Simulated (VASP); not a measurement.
# SnSe (R-3m) in VASP: notebook

The runs below take SnSe through single point, with r2SCAN.

Everything below comes from runs of VASP 6.6.1. Logs are shortened: lines on timing, memory, paths and dates and some standing lists are left out, and cuts for length are marked.

## 1. The cell of the first run

It takes space group R-3m (No. 166, trigonal). Conventional cell: a = 4.118 Å, b = 4.118 Å, c = 10.769 Å, α = 90.00°, β = 90.00°, γ = 120.00°. Sn (site symmetry -3m) has 6 Se at 2.98 Å within 3.9 Å. Se (site symmetry -3m) has 6 Sn at 2.98 Å within 3.9 Å.

## 2. Single point, r2SCAN, non-collinear spin, zero start, spin-orbit coupling (epitaxial 111 strain -3.0%)

POSCAR

```
SnSe
1.0
    0.1311738654      3.0432236246      3.0432236246
    3.0432236246      0.1311738654      3.0432236246
    3.0432236246      3.0432236246      0.1311738654
Sn Se
1 1
Direct
    0.0000000000      0.0000000000      0.0000000000
    0.5000000000      0.5000000000      0.5000000000
```

INCAR.step1

```
SYSTEM = SnSe
PREC = Accurate
ENCUT = 520
ISMEAR = -1
SIGMA = 0.02
LREAL = .FALSE.
LASPH = .TRUE.
NELM = 150
LNONCOLLINEAR = .TRUE.
MAGMOM = 0 0 0 0 0 0
LSORBIT = .TRUE.
GGA_COMPAT = .FALSE.
NBANDS = 32
GGA = PE
ALGO = Normal
EDIFF = 1E-4
LWAVE = .TRUE.
LCHARG = .FALSE.
```

INCAR.step2

```
SYSTEM = SnSe
PREC = Accurate
ENCUT = 520
EDIFF = 1E-6
ISMEAR = -1
SIGMA = 0.02
LREAL = .FALSE.
LASPH = .TRUE.
NELM = 150
ALGO = Normal
ISIF = 2
LWAVE = .FALSE.
LCHARG = .FALSE.
LNONCOLLINEAR = .TRUE.
MAGMOM = 0 0 0 0 0 0
LORBIT = 11
LSORBIT = .TRUE.
GGA_COMPAT = .FALSE.
LORBMOM = .TRUE.
METAGGA = R2SCAN
LMIXTAU = .TRUE.
NBANDS = 32
ISTART = 1
```

KPOINTS

```
Automatic mesh
0
G
  8 8 8
  0 0 0
```

Potentials or basis: VASP PAW PBE potentials, release 64 (Sn_d, Se).

Command:

```sh
cat potpaw_PBE.64/Sn_d/POTCAR potpaw_PBE.64/Se/POTCAR > POTCAR
cp INCAR.step1 INCAR
mpirun -np 1 vasp_ncl > vasp.out
cp INCAR.step2 INCAR
mpirun -np 1 vasp_ncl > vasp.out
```

OUTCAR:

```text
SYSTEM = SnSe
   PREC = Accurate
   ENCUT = 520
   EDIFF = 1E-6
   ISMEAR = -1
   LREAL = .FALSE.
   LASPH = .TRUE.
   NELM = 150
   ISIF = 2
   LNONCOLLINEAR = .TRUE.
   LORBIT = 11
   LSORBIT = .TRUE.
   METAGGA = R2SCAN
   ISTART = 1

 ion  position               nearest neighbor table
   1  0.000  0.000  0.000-   2 2.98   2 2.98   2 2.98   2 2.98   2 2.98   2 2.98
   2  0.500  0.500  0.500-   1 2.98   1 2.98   1 2.98   1 2.98   1 2.98   1 2.98

  LATTYP: Found a trigonal (rhomboedric) cell.
 ALAT       =     4.3057666729
 COS(alpha) =     0.5425995375

  Lattice vectors:

 A1 = (   0.1311738654,   3.0432236246,   3.0432236246)
 A2 = (   3.0432236246,   0.1311738654,   3.0432236246)
 A3 = (   3.0432236246,   3.0432236246,   0.1311738654)

Analysis of symmetry for initial positions (statically):
=====================================================================
 Subroutine PRICEL returns:
 Original cell was already a primitive cell.

 Routine SETGRP: Setting up the symmetry group for a
 trigonal (rhombohedral) supercell.

 Subroutine GETGRP returns: Found 12 space group operations
 (whereof 12 operations were pure point group operations)
 out of a pool of 12 trial point group operations.

The static configuration has the point symmetry D_3d.

Analysis of symmetry for dynamics (positions and initial velocities):
=====================================================================
 Subroutine PRICEL returns:
 Original cell was already a primitive cell.

 Routine SETGRP: Setting up the symmetry group for a
 trigonal (rhombohedral) supercell.

 Subroutine GETGRP returns: Found 12 space group operations
 (whereof 12 operations were pure point group operations)
 out of a pool of 12 trial point group operations.

The dynamic configuration has the point symmetry D_3d.

Analysis of structural, dynamic, and magnetic symmetry:
=====================================================================
 Subroutine PRICEL returns:
 Original cell was already a primitive cell.

 Routine SETGRP: Setting up the symmetry group for a
 trigonal (rhombohedral) supercell.

 Subroutine GETGRP returns: Found 12 space group operations
 (whereof 12 operations were pure point group operations)
 out of a pool of 12 trial point group operations.

The overall configuration has the point symmetry D_3d.

 Subroutine INISYM returns: Found 12 space group operations
 (whereof 12 operations are pure point group operations),
 and found     1 'primitive' translations

----------------------------------------------------------------------------------------

                                     Primitive cell
[... 1012 lines left out ...]
    total drift:                                0.000000     -0.000000     -0.000000

  FREE ENERGIE OF THE ION-ELECTRON SYSTEM (eV)
  ---------------------------------------------------
  free  energy   TOTEN  =       -39.9112811570 eV

  energy  without entropy=      -39.9110185849  energy(sigma->0) =      -39.91114987

 orbital moment (x)

 # of ion     p       d       tot
 ----------------------------------------
  1         0.000   0.000   0.000
  2         0.000   0.000   0.000
 ----------------------------------------
            0.000   0.000   0.000

 orbital moment (y)

 # of ion     p       d       tot
 ----------------------------------------
  1        -0.000  -0.000  -0.000
  2         0.000   0.000   0.000
 ----------------------------------------
           -0.000   0.000  -0.000

 orbital moment (z)

 # of ion     p       d       tot
 ----------------------------------------
  1         0.000   0.000   0.000
  2         0.000   0.000   0.000
 ----------------------------------------
            0.000   0.000   0.000

 Spin-Orbit-Coupling matrix elements

 Ion:    1  E_soc:     -0.0837464
 l=   1
     0.0000000    -0.0079840    -0.0079840
    -0.0079840     0.0000000    -0.0079840
    -0.0079840    -0.0079840     0.0000000
 l=   2
     0.0000000    -0.0011924     0.0000000    -0.0011924    -0.0047813
    -0.0011924     0.0000000    -0.0035860    -0.0011924    -0.0011953
     0.0000000    -0.0035860     0.0000000    -0.0035860     0.0000000
    -0.0011924    -0.0011924    -0.0035860     0.0000000    -0.0011953
    -0.0047813    -0.0011953     0.0000000    -0.0011953     0.0000000
 l=   3
     0.0000000     0.0000000     0.0000000     0.0000000     0.0000000     0.0000000     0.0000000
     0.0000000     0.0000000     0.0000000     0.0000000     0.0000000     0.0000000     0.0000000
     0.0000000     0.0000000     0.0000000     0.0000000     0.0000000     0.0000000     0.0000000
     0.0000000     0.0000000     0.0000000     0.0000000     0.0000000     0.0000000     0.0000000
     0.0000000     0.0000000     0.0000000     0.0000000     0.0000000     0.0000000     0.0000000
     0.0000000     0.0000000     0.0000000     0.0000000     0.0000000     0.0000000     0.0000000
     0.0000000     0.0000000     0.0000000     0.0000000     0.0000000     0.0000000     0.0000000

 Ion:    2  E_soc:     -0.0398590
 l=   1
     0.0000000    -0.0066530    -0.0066530
    -0.0066530     0.0000000    -0.0066530
    -0.0066530    -0.0066530     0.0000000
 l=   2
     0.0000000    -0.0000015     0.0000000    -0.0000015     0.0000114
    -0.0000015     0.0000000     0.0000086    -0.0000015     0.0000029
     0.0000000     0.0000086     0.0000000     0.0000086     0.0000000
    -0.0000015    -0.0000015     0.0000086     0.0000000     0.0000029
     0.0000114     0.0000029     0.0000000     0.0000029     0.0000000
 l=   3
     0.0000000     0.0000000     0.0000000     0.0000000     0.0000000     0.0000000     0.0000000
     0.0000000     0.0000000     0.0000000     0.0000000     0.0000000     0.0000000     0.0000000
     0.0000000     0.0000000     0.0000000     0.0000000     0.0000000     0.0000000     0.0000000
     0.0000000     0.0000000     0.0000000     0.0000000     0.0000000     0.0000000     0.0000000
     0.0000000     0.0000000     0.0000000     0.0000000     0.0000000     0.0000000     0.0000000
     0.0000000     0.0000000     0.0000000     0.0000000     0.0000000     0.0000000     0.0000000
     0.0000000     0.0000000     0.0000000     0.0000000     0.0000000     0.0000000     0.0000000

 total charge

# of ion       s       p       d       tot
------------------------------------------
    1        1.365   0.703   9.993  12.060
    2        1.475   2.352   0.030   3.857
--------------------------------------------------
tot          2.839   3.055  10.023  15.918

 magnetization (x)

# of ion       s       p       d       tot
------------------------------------------
    1        0.000   0.000   0.000   0.000
    2       -0.000  -0.000   0.000  -0.000
--------------------------------------------------
tot         -0.000  -0.000   0.000  -0.000

 magnetization (y)

# of ion       s       p       d       tot
------------------------------------------
    1        0.000   0.000   0.000   0.000
    2        0.000   0.000   0.000   0.000
--------------------------------------------------
tot          0.000   0.000   0.000   0.000

 magnetization (z)

# of ion       s       p       d       tot
------------------------------------------
    1        0.000   0.000   0.000   0.000
    2        0.000   0.000   0.000   0.000
--------------------------------------------------
tot          0.000   0.000   0.000   0.000
```

OUTCAR.step1:

```text
SYSTEM = SnSe
   PREC = Accurate
   ENCUT = 520
   ISMEAR = -1
   LREAL = .FALSE.
   LASPH = .TRUE.
[... 1126 lines left out ...]
     0.0000000     0.0000000     0.0000000     0.0000000     0.0000000     0.0000000     0.0000000
     0.0000000     0.0000000     0.0000000     0.0000000     0.0000000     0.0000000     0.0000000
     0.0000000     0.0000000     0.0000000     0.0000000     0.0000000     0.0000000     0.0000000
     0.0000000     0.0000000     0.0000000     0.0000000     0.0000000     0.0000000     0.0000000
     0.0000000     0.0000000     0.0000000     0.0000000     0.0000000     0.0000000     0.0000000
     0.0000000     0.0000000     0.0000000     0.0000000     0.0000000     0.0000000     0.0000000

=======================================================================

 ========================================================
```

OSZICAR.step1:

```text
N       E                     dE             d eps       ncg     rms          rms(c)
DAV:   1     0.188791943070E+03    0.18879E+03   -0.92151E+03  4528   0.160E+03
DAV:   2     0.184318176212E+02   -0.17036E+03   -0.16312E+03  4216   0.475E+02
DAV:   3    -0.720367147257E+01   -0.25635E+02   -0.25130E+02  4968   0.143E+02
DAV:   4    -0.837682493101E+01   -0.11732E+01   -0.11712E+01  4920   0.332E+01
DAV:   5    -0.841018142951E+01   -0.33356E-01   -0.33355E-01  5944   0.578E+00    0.326E+00
DAV:   6    -0.824357505717E+01    0.16661E+00   -0.33454E-01  5784   0.404E+00    0.197E+00
DAV:   7    -0.824292939440E+01    0.64566E-03   -0.86138E-02  5272   0.141E+00    0.986E-01
DAV:   8    -0.824418445275E+01   -0.12551E-02   -0.51865E-03  4808   0.662E-01    0.493E-01
DAV:   9    -0.824469716887E+01   -0.51272E-03   -0.70819E-04  4360   0.239E-01    0.943E-02
DAV:  10    -0.824466995077E+01    0.27218E-04   -0.40531E-04  5096   0.197E-01
   1 F= -.82446700E+01 E0= -.82446330E+01  d E =-.738837E-04  mag=    -0.0000    -0.0000    -0.0000
```

Wall time 12 min (1 thread of Intel Xeon Platinum 8259CL at 2.50GHz (Skylake/Cascade Lake), shared host); peak memory 0.46 GiB.

What came out:

| Property | Result |
| --- | --- |
| Free energy | -39.9113 eV |
| Pressure | 1.7 GPa |
| Net moment | 0.00 μB per cell |
| Valence electrons inside the program's atomic spheres | Sn 12.06; Se 3.86 |

Moments on the atoms (μB; x, y, z):
```
Sn  0.00 0.00 0.00
Se  0.00 0.00 0.00
```

Caveat: the cell differs from its parent crystal (epitaxial 111 strain -3.0%); the structure was generated, so it needn't be the stable form of SnSe; the PAW data sets were made with another functional, which shifts forces and pressure a little.

## 3. Single point, r2SCAN (epitaxial 111 strain -4.0%)

POSCAR

```
SnSe
1.0
    0.1716697357      3.0536983633      3.0536983633
    3.0536983633      0.1716697357      3.0536983633
    3.0536983633      3.0536983633      0.1716697357
Sn Se
1 1
Direct
    0.0000000000      0.0000000000      0.0000000000
    0.5000000000      0.5000000000      0.5000000000
```

INCAR.step1

```
PREC = Accurate
ENCUT = 520
ISMEAR = -1
SIGMA = 0.02
LREAL = F
LASPH = T
NELM = 100
NBANDS = 17
GGA = PE
ALGO = Normal
EDIFF = 1E-4
LWAVE = T
LCHARG = F
```

INCAR.step2

```
PREC = Accurate
ENCUT = 520
EDIFF = 1E-7
ISMEAR = -1
SIGMA = 0.02
LREAL = F
LASPH = T
NELM = 100
ALGO = Normal
ISIF = 2
LWAVE = F
LCHARG = F
METAGGA = R2SCAN
LMIXTAU = T
NBANDS = 17
ISTART = 1
```

KPOINTS

```
regular mesh
0
Gamma
  8 8 8
```

Potentials or basis: VASP PAW PBE potentials, release 64 (Sn_d, Se).

Command:

```sh
cat potpaw_PBE.64/Sn_d/POTCAR potpaw_PBE.64/Se/POTCAR > POTCAR
cp INCAR.step1 INCAR
mpirun -np 1 vasp_std > vasp.out
cp INCAR.step2 INCAR
mpirun -np 1 vasp_std > vasp.out
```

It took 65 s on 1 thread of Intel Xeon 6975P-C (Granite Rapids), shared host; peak memory 0.22 GiB.

It converged, with:

```
Free energy            : -39.8298 eV
Pressure               : 2.3 GPa
Band gap on the k mesh : zero (bands 10 and 11 overlap by 0.24 eV)
```

Stress tensor (GPa, compression positive):
```
 2.32 -1.15 -1.15
-1.15  2.32 -1.15
-1.15 -1.15  2.32
```

Levels at points of the mesh, in eV from the Fermi level:
```
           k point  band 6  band 7  band 8  band 9  band 10  band 11  band 12  band 13  band 14  band 15
(0.00, 0.00, 0.00)  -15.24   -5.39   -3.51   -2.69    -2.69     4.29     4.29     4.49     5.14     6.20
(0.50, 0.00, 0.00)  -14.12   -8.91   -2.94   -2.61    -0.56     0.24     0.71     0.95     8.36     8.97
(0.50, 0.50, 0.00)  -13.81   -6.59   -6.47   -4.81    -4.20     2.81     5.29     5.35     6.40    10.37
(0.50, 0.50, 0.50)  -14.29   -9.36   -2.40   -2.40     0.28     0.89     1.39     1.39     8.32     9.91
```

Caveat: the cell differs from its parent crystal (epitaxial 111 strain -4.0%); the structure was generated, so it needn't be the stable form of SnSe; semilocal functionals underestimate gaps, and a narrow one can read as zero; the PAW data sets were made with another functional, which shifts forces and pressure a little; spin-orbit coupling is left out, which moves the levels of the heavy elements.

(Part 1 of 3 ends here.)
